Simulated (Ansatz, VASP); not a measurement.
# One calculation of Se, two programs

```
Se
1.0
     1.37063   -3.97053    0.00000
     1.37063    3.97053    0.00000
     0.00000    0.00000    4.53522
Se
2
Direct
  0.93566 0.06434 0.25000
  0.06434 0.93566 0.75000
```

Alike in both runs: task single point; functional PBEsol; k mesh 8 × 8 × 4; occupations fermi-dirac, width 0.05 eV; no spin polarisation.

```csv
,VASP,Ansatz
version,VASP 6.6.1,Ansatz 0.2.0
potentials or method,"VASP PAW PBE potentials, release 64 (Se), cutoff 520 eV","plane waves, PAW"
valence electrons in the cell,12,32
```

```csv
,VASP,Ansatz,Ansatz less VASP
pressure (GPa),2.7,2.6,-0.14
"traceless stress, the component that is largest in VASP (GPa)",-3.00,-2.89,+0.112
```

VASP's potentials were made for PBE, not for PBEsol. VASP's potentials hold 12 valence electrons a cell and Ansatz's 32, so a difference there can come from the potentials and not from the codes.
